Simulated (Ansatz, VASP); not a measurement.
Co: VASP beside Ansatz

```
Co
1.0
     0.00000    1.76910    1.76910
     1.76910    0.00000    1.76910
     1.76910    1.76910    0.00000
Co
1
Direct
  0.00000 0.00000 0.00000
```

Alike in both runs: task relaxation of cell and atoms; functional PBE; k mesh 15 × 15 × 15; occupations fermi-dirac, width 0.1 eV; no spin polarisation.

|  | VASP | Ansatz |
| --- | --- | --- |
| version | VASP 6.6.1 | Ansatz 0.2.0 |
| potentials or method | VASP PAW PBE potentials, release 64 (Co), cutoff 600 eV | plane waves (420 eV) with PAW, scalar-relativistic |
| valence electrons in the cell | 9 | 17 |

|  | VASP | Ansatz | Ansatz less VASP |
| --- | --- | --- | --- |
| relaxed volume (Å³/atom) | 10.30 | 10.34 | +0.040 |
| relaxed cell length with the largest relative difference (Å) | 2.442 | 2.445 | +0.0032 |

VASP's potentials hold 9 valence electrons a cell and Ansatz's 17, so a difference there can come from the potentials and not from the codes.
